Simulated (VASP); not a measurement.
C, 2 atoms in the cell. The typed cell holds 2 atoms: a = 2.412 Å, b = 2.412 Å, c = 3.049 Å, α = 113.35°, β = 113.35°, γ = 60.00°. 

```yaml
Program: VASP 6.6.1
Task: relaxation of cell and atoms
Functional: LDA
Potentials_or_basis: VASP PAW LDA potentials, release 64 (C)
Cutoff: 600 eV
k_mesh: 18 × 18 × 14
Occupations: gaussian, width 0.01 eV
Spin: no spin polarisation
Target_pressure: 22 GPa
Dipole_correction: no
Further_INCAR_settings: ALGO = Normal; EDIFF = 1e-07; IBRION = 2; EDIFFG = -0.001; NSW = 80; ISIF = 3
```

Potentials or basis: VASP PAW LDA potentials, release 64 (C).

Run with:

```bash
$ cat potpaw_LDA.64/C/POTCAR > POTCAR
$ mpirun -np 1 vasp_std > vasp.out
```

Hardware: 1 thread of Intel(R) Xeon(R) Platinum 8488C (Sapphire Rapids) (shared host).

**Question.** Estimate the wall time of this run.

**Answer.** Wall time 7.3 min on 1 thread of Intel(R) Xeon(R) Platinum 8488C (Sapphire Rapids), on a shared host, peak memory 0.23 GiB. Counts: scf iterations 56, k points 1208, ion steps 12.
